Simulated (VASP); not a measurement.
# Si3Ge (Pmmm) in VASP: single point with PBE

Aim: the single point of Si3Ge with PBE.

Everything below comes from runs of VASP 6.6.1. Logs are shortened: lines on timing, memory, paths and dates and some standing lists are left out, and cuts for length are marked.

## 1. The cell of the first run

The structure is orthorhombic, space group Pmmm (No. 47). Conventional cell: a = 2.709 Å, b = 4.720 Å, c = 5.034 Å, α = 90.00°, β = 90.00°, γ = 90.00°. Si (site symmetry mmm) has 4 Si at 2.52 to 2.71 Å and 4 Ge at 2.72 Å within 3.3 Å. Within 3.3 Å of Si (site symmetry mmm) lie 8 Si at 2.52 to 2.72 Å. Si (site symmetry mmm) has 2 Ge at 2.52 Å and 6 Si at 2.71 to 2.72 Å within 3.3 Å. Ge (site symmetry mmm) has 6 Si at 2.52 to 2.72 Å and 2 Ge at 2.71 Å within 3.3 Å.

## 2. Single point, PBE

The input, INCAR:

```
SYSTEM = Si3Ge
  PREC = Accurate
  ENCUT = 520
  EDIFF = 1E-6
  ISMEAR = 0
  SIGMA = 0.1
  LREAL = .False.
  LASPH = .True.
  NELM = 80
  ALGO = Normal
  ISIF = 2
  LWAVE = .False.
  LCHARG = .False.
  GGA = PE
  NBANDS = 21
```

The input, KPOINTS:

```
regular mesh
0
Gamma
  16 10 10
  0 0 0
```

The input, POSCAR:

```
Si3Ge
1.0
    2.7090402350      0.0000000000      0.0000000000
    0.0000000000      5.0337385161      0.0000000000
    0.0000000000      0.0000000000      4.7195014415
Si Ge
3 1
Direct
    0.5000000000      0.0000000000      1.0000012295
    0.5000000000      0.5000000000     -0.0000005321
    0.0000000000      0.5000000000      0.4999999504
    0.0000000000      0.0000000000      0.4999993522
```

Potentials or basis: VASP PAW PBE potentials, release 64 (Si, Ge_d).

Command:

```
> cat potpaw_PBE.64/Si/POTCAR potpaw_PBE.64/Ge_d/POTCAR > POTCAR
> mpirun -np 1 vasp_std > vasp.out
```

OUTCAR:

```text
SYSTEM = Si3Ge
   PREC = Accurate
   ENCUT = 520
   EDIFF = 1E-6
   ISMEAR = 0
   LREAL = .False.
   LASPH = .True.
   NELM = 80
   ISIF = 2
   GGA = PE

 ion  position               nearest neighbor table
   1  0.500  0.000  0.000-   2 2.52   2 2.52   4 2.72   4 2.72   4 2.72   4 2.72
   2  0.500  0.500  1.000-   1 2.52   1 2.52   3 2.72   3 2.72   3 2.72   3 2.72
   3  0.000  0.500  0.500-   4 2.52   4 2.52   2 2.72   2 2.72   2 2.72   2 2.72
   4  0.000  0.000  0.500-   3 2.52   3 2.52   1 2.72   1 2.72   1 2.72   1 2.72

  LATTYP: Found a simple orthorhombic cell.
 ALAT       =     2.7090402350
 B/A-ratio  =     1.7421304344
 C/A-ratio  =     1.8581261552

  Lattice vectors:

 A1 = (  -2.7090402350,   0.0000000000,   0.0000000000)
 A2 = (   0.0000000000,   0.0000000000,   4.7195014415)
 A3 = (   0.0000000000,   5.0337385161,   0.0000000000)

Analysis of symmetry for initial positions (statically):
=====================================================================
 Subroutine PRICEL returns:
 Original cell was already a primitive cell.

 Routine SETGRP: Setting up the symmetry group for a
 simple orthorhombic supercell.

 Subroutine GETGRP returns: Found  8 space group operations
 (whereof  8 operations were pure point group operations)
 out of a pool of  8 trial point group operations.

The static configuration has the point symmetry D_2h.

Analysis of symmetry for dynamics (positions and initial velocities):
=====================================================================
 Subroutine PRICEL returns:
 Original cell was already a primitive cell.

 Routine SETGRP: Setting up the symmetry group for a
 simple orthorhombic supercell.

 Subroutine GETGRP returns: Found  8 space group operations
 (whereof  8 operations were pure point group operations)
 out of a pool of  8 trial point group operations.

The dynamic configuration has the point symmetry D_2h.

 Subroutine INISYM returns: Found  8 space group operations
 (whereof  8 operations are pure point group operations),
 and found     1 'primitive' translations

----------------------------------------------------------------------------------------

                                     Primitive cell

  volume of cell :      64.3580

  direct lattice vectors                    reciprocal lattice vectors
     2.709040235  0.000000000  0.000000000     0.369134422  0.000000000  0.000000000
     0.000000000  5.033738516  0.000000000     0.000000000  0.198659505  0.000000000
     0.000000000  0.000000000  4.719501442     0.000000000  0.000000000  0.211886788

  length of vectors
     2.709040235  5.033738516  4.719501442     0.369134422  0.198659505  0.211886788

  position of ions in fractional coordinates (direct lattice)
     0.500000000  0.000000000  0.000001230
     0.500000000  0.500000000  0.999999468
     0.000000000  0.500000000  0.499999950
     0.000000000  0.000000000  0.499999352

  ion indices of the primitive-cell ions
   primitive index   ion index
                 1           1
                 2           2
                 3           3
                 4           4

----------------------------------------------------------------------------------------

 KPOINTS: regular mesh

Automatic generation of k-mesh.
 Grid dimensions read from file:
 generate k-points for:   16   10   10

 Generating k-lattice:

  Cartesian coordinates                     Fractional coordinates (reciprocal lattice)
     0.023070901  0.000000000  0.000000000     0.062500000  0.000000000  0.000000000
     0.000000000  0.019865950  0.000000000     0.000000000  0.100000000  0.000000000
     0.000000000  0.000000000  0.021188679     0.000000000  0.000000000  0.100000000

  Length of vectors
     0.023070901  0.019865950  0.021188679

  Shift w.r.t. Gamma in fractional coordinates (k-lattice)
     0.000000000  0.000000000  0.000000000

 Subroutine IBZKPT returns following result:
 ===========================================

 Found    324 irreducible k-points:

 Following reciprocal coordinates:
            Coordinates               Weight
  0.000000  0.000000  0.000000      1.000000
  0.062500  0.000000  0.000000      2.000000
  0.125000  0.000000  0.000000      2.000000
  0.187500  0.000000  0.000000      2.000000
  0.250000  0.000000  0.000000      2.000000
  0.312500  0.000000  0.000000      2.000000
[... 16 lines left out ...]
  0.250000  0.200000  0.000000      4.000000
  0.312500  0.200000  0.000000      4.000000
 [... further k-points ...]
   k-points           NKPTS =    324   k-points in BZ     NKDIM =    324   number of bands    NBANDS=     21
   number of dos      NEDOS =    301   number of ions     NIONS =      4
   total plane-waves  NPLWV =  28800
   dimension x,y,z NGX =    20 NGY =   40 NGZ =   36
   dimension x,y,z NGXF=    40 NGYF=   80 NGZF=   72
   ions per type =               3   1
   NGX,Y,Z   is equivalent  to a cutoff of  12.27, 13.21, 12.68 a.u.
   NGXF,Y,Z  is equivalent  to a cutoff of  24.55, 26.42, 25.36 a.u.
 SYSTEM =  Si3Ge
   PREC   = accura    normal or accurate (medium, high low for compatibility)
   ISTART =      0    job   : 0-new  1-cont  2-samecut
   ICHARG =      2    charge: 1-file 2-atom 10-const
   ISPIN  =      1    spin polarized calculation?
   LNONCOLLINEAR =      F non collinear calculations
   LSORBIT =      F    spin-orbit coupling
   LASPH  =      T    aspherical Exc in radial PAW
   ENCUT  =  520.0 eV  38.22 Ry    6.18 a.u.   5.04  9.36  8.78*2*pi/ulx,y,z
   NELM   =     80;   NELMIN=  2; NELMDL= -5     # of ELM steps
   EDIFF  = 0.1E-05   stopping-criterion for ELM
   LREAL  =      F    real-space projection
   EDIFFG = 0.1E-04   stopping-criterion for IOM
   NSW    =      0    number of steps for IOM
   IBRION =     -1    ionic relax: 0-MD 1-quasi-New 2-CG
   NFREE  =      0    steps in history (QN), initial steepest desc. (CG)
   ISIF   =      2    stress and relaxation
   ISYM   =      2    0-nonsym 1-usesym 2-fastsym
   POTIM  = 0.5000    time-step for ionic-motion
   TEBEG  =    0.0;   TEEND  =   0.0 temperature during run
   PSTRESS=    0.0 pullay stress
   NELECT =      26.0000    total number of electrons
   NUPDOWN=      -1.0000    fix difference up-down
   EMIN   =  10.00;   EMAX   =-10.00  energy-range for DOS
   EFERMI =   0.00;   METHOD = LEGACY
   ISMEAR =     0;   SIGMA  =   0.10  broadening in eV -4-tet -1-fermi 0-gaus
   EFERMI_NEDOS =   21; number of points for ismear=-14 and -15
   IALGO  =     38    algorithm
   IMIX   =      4    mixing-type and parameters
     AMIX     =   0.40;   BMIX     =  1.00
     AMIX_MAG =   1.60;   BMIX_MAG =  1.00
  volume/ion in A,a.u.               =      16.09       108.58
  Fermi-wavevector in a.u.,A,eV,Ry     =   1.210222  2.286989 19.927615  1.464638
  Thomas-Fermi vector in A             =   2.345776
   LORBIT       =      0    0 simple, 1 ext, 2 COOP (PROOUT), +10 PAW based schemes
   GGA     = PE    functional components
   LHFCALC =     F    Hartree Fock is set to
   AEXX    =    0.0000 exact exchange contribution
   IVDW    =     0    specifies the selected vdW correction
   LEPSILON=     F    determine dielectric tensor
   LRPA    =     F    only Hartree local field effects (RPA)
 non-spin polarized calculation
 Gauss-broadening in eV      SIGMA  =   0.10
  energy-cutoff  :      520.00
  volume of cell :       64.36
 maximum number of plane-waves:      1760
   NGX = 11   NGY = 19   NGZ = 17

 number of electron      25.9999994 magnetization

 Free energy of the ion-electron system (eV)
  ---------------------------------------------------
  ext. energy  EPLUGINS =         0.00000000
  ---------------------------------------------------
  free energy    TOTEN  =       -19.41781987 eV

  energy without entropy =      -19.40975340  energy(sigma->0) =      -19.41378663

 E-fermi :   8.5311     XC(G=0): -11.0394

 val. band max:        8.5274142136   @ k =   0.2500   0.3000   0.1000
 cond. band min:       8.5323746883   @ k =   0.2500   0.1000   0.1000
 fundamental gap:      0.0049604747
 Fermi energy:         8.5311145555

 k-point     1 :       0.0000    0.0000    0.0000
  band No.  band energies     occupation
      1     -16.2159      2.00000
      2     -16.0773      2.00000
      3     -16.0678      2.00000
      4     -16.0475      2.00000
      5     -16.0167      2.00000
      6      -5.1687      2.00000
[... 13 lines left out ...]
     20      17.6914      0.00000
     21      17.8460      0.00000

 k-point     2 :       0.0625    0.0000    0.0000
  band No.  band energies     occupation
      1     -16.2080      2.00000
      2     -16.0767      2.00000
      3     -16.0711      2.00000
      4     -16.0471      2.00000
      5     -16.0197      2.00000
      6      -5.0911      2.00000
[... 13 lines left out ...]
     20      17.2543      0.00000
     21      17.9633      0.00000

 k-point     3 :       0.1250    0.0000    0.0000
  band No.  band energies     occupation
      1     -16.1855      2.00000
      2     -16.0806      2.00000
      3     -16.0749      2.00000
      4     -16.0460      2.00000
      5     -16.0284      2.00000
      6      -4.8583      2.00000
[... 13 lines left out ...]
     20      17.7941      0.00000
     21      18.0971      0.00000

 k-point     4 :       0.1875    0.0000    0.0000
  band No.  band energies     occupation
      1     -16.1522      2.00000
      2     -16.0946      2.00000
      3     -16.0719      2.00000
      4     -16.0444      2.00000
      5     -16.0414      2.00000
      6      -4.4706      2.00000
[... 13 lines left out ...]
     20      17.0010      0.00000
     21      17.6783      0.00000

 k-point     5 :       0.2500    0.0000    0.0000
  band No.  band energies     occupation
      1     -16.1145      2.00000
      2     -16.1112      2.00000
      3     -16.0668      2.00000
      4     -16.0566      2.00000
      5     -16.0425      2.00000
      6      -3.9289      2.00000
[... 13 lines left out ...]
     20      16.1439      0.00000
     21      16.3008      0.00000
[... 382 lines left out ...]
     20      17.7674      0.00000
     21      18.3509      0.00000

 k-point    22 :       0.1875    0.2000    0.0000
  band No.  band energies     occupation
      1     -16.1521      2.00000
      2     -16.0946      2.00000
      3     -16.0713      2.00000
      4     -16.0445      2.00000
      5     -16.0414      2.00000
      6      -4.2482      2.00000
[... 13 lines left out ...]
     20      16.6751      0.00000
     21      17.1714      0.00000

 k-point    23 :       0.2500    0.2000    0.0000
  band No.  band energies     occupation
      1     -16.1145      2.00000
      2     -16.1111      2.00000
      3     -16.0662      2.00000
      4     -16.0567      2.00000
      5     -16.0426      2.00000
      6      -3.7067      2.00000
[... 13 lines left out ...]
     20      15.0609      0.00000
     21      15.5679      0.00000

 k-point    24 :       0.3125    0.2000    0.0000
  band No.  band energies     occupation
      1     -16.1276      2.00000
      2     -16.0848      2.00000
      3     -16.0719      2.00000
      4     -16.0531      2.00000
      5     -16.0407      2.00000
      6      -3.0131      2.00000
[... 13 lines left out ...]
     20      14.1050      0.00000
     21      14.2193      0.00000

 [... further k-points ...]
[... 5 lines left out ...]
  --------------------------------------------------------------------------------------
  -------------------------------------------------------------------------------------
  Total       -0.0130776     -0.0337809     -0.0140608      0.0000000      0.0000000     -0.0000000
  in kB       -0.3255639     -0.8409688     -0.3500402      0.0000000      0.0000000     -0.0000000
  external PRESSURE =      -0.5055243 kB  Pullay stress =       0.0000000 kB

 VOLUME and BASIS-vectors are now :
 -----------------------------------------------------------------------------
  energy-cutoff  :      520.00
  volume of cell :       64.36
      direct lattice vectors                 reciprocal lattice vectors
     2.709040235  0.000000000  0.000000000     0.369134422  0.000000000  0.000000000
     0.000000000  5.033738516  0.000000000     0.000000000  0.198659505  0.000000000
     0.000000000  0.000000000  4.719501442     0.000000000  0.000000000  0.211886788

 POSITION                                       TOTAL-FORCE (eV/Angst)
 -----------------------------------------------------------------------------------
      1.35452      0.00000      0.00001         0.000000      0.000000      0.000000
      1.35452      2.51687      4.71950         0.000000      0.000000      0.000000
      0.00000      2.51687      2.35975         0.000000      0.000000      0.000000
      0.00000      0.00000      2.35975         0.000000      0.000000      0.000000
 -----------------------------------------------------------------------------------
    total drift:                               -0.000000     -0.000000      0.002763

  FREE ENERGIE OF THE ION-ELECTRON SYSTEM (eV)
  ---------------------------------------------------
  free  energy   TOTEN  =       -19.4178198697 eV

  energy  without entropy=      -19.4097533955  energy(sigma->0) =      -19.41378663
```

It took 5.3 min on 1 thread of Intel Xeon Platinum 8259CL at 2.50GHz (Skylake/Cascade Lake), shared host; peak memory 0.47 GiB.

What came out:

```
Free energy            : -19.4178 eV
Pressure               : -0.1 GPa
Band gap on the k mesh : zero (band 13 reaches 11.10 eV, above the bottom of band 14 at 6.41 eV)
```

Levels at points of the mesh, in eV from the Fermi level:
```
           k point  band 11  band 12  band 13  band 14  band 15  band 16
(0.00, 0.00, 0.00)    -2.66    -2.42    -2.19     2.08     4.65     6.73
(0.50, 0.00, 0.00)    -2.76    -2.54    -2.46    -1.62    -1.43     1.99
(0.00, 0.50, 0.00)    -5.02    -0.85    -0.70     3.92     4.12     5.84
(0.50, 0.50, 0.00)    -1.58    -1.57    -1.55    -0.40    -0.33    -0.33
(0.00, 0.00, 0.50)    -5.14     0.67     0.77     5.05     5.10     6.10
(0.50, 0.00, 0.50)    -2.62    -2.60    -2.14    -2.12    -2.04     1.95
(0.00, 0.50, 0.50)     0.18     0.22     0.58     2.63     2.66     2.73
(0.50, 0.50, 0.50)    -5.09    -5.01    -5.00     3.85     4.08     4.12
```
